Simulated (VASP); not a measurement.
Input of a VASP 6.6.1 run:

The input INCAR:

```
SYSTEM = AlPt
PREC = Accurate
ENCUT = 520
EDIFF = 1E-6
ISMEAR = 0
SIGMA = 0.1
LREAL = .False.
LASPH = .True.
NELM = 80
ALGO = Normal
ISIF = 2
LWAVE = .False.
LCHARG = .False.
GGA = PS
NBANDS = 36
```

The input KPOINTS:

```
Automatic mesh
0
Gamma
  6 6 6
  0 0 0
```

POSCAR

```
AlPt
1.0
    5.0057138193      0.0000000000      0.0000000000
    0.0000000000      5.0057138193      0.0000000000
    0.0000000000      0.0000000000      5.0057138193
Al Pt
4 4
Direct
    0.8440320000      0.8440320000      0.8440320000
    0.6559680000      0.1559680000      0.3440320000
    0.3440320000      0.6559680000      0.1559680000
    0.1559680000      0.3440320000      0.6559680000
    0.1550630000      0.1550630000      0.1550630000
    0.3449370000      0.8449370000      0.6550630000
    0.6550630000      0.3449370000      0.8449370000
    0.8449370000      0.6550630000      0.3449370000
```

Potentials or basis: VASP PAW PBE potentials, release 64 (Al, Pt).

Run with:

```sh
$ cat potpaw_PBE.64/Al/POTCAR potpaw_PBE.64/Pt/POTCAR > POTCAR
$ mpirun -np 1 vasp_std > vasp.out
```

**Question.** What does it give for the band gap on the k mesh?

**Answer.** Zero (band 26 reaches 9.63 eV, above the bottom of band 27 at 8.46 eV).

**Question.** What does it give for the pressure?

**Answer.** -14.0 GPa.

Forces on the atoms (eV/Å):
```
Al  -0.035 -0.035 -0.035
Al   0.035  0.035 -0.035
Al  -0.035  0.035  0.035
Al   0.035 -0.035  0.035
Pt  -0.017 -0.017 -0.017
Pt   0.017  0.017 -0.017
Pt  -0.017  0.017  0.017
Pt   0.017 -0.017  0.017
```

Caveat: the PAW data sets were made with another functional, which shifts forces and pressure a little; spin-orbit coupling is left out, which moves the levels of the heavy elements.
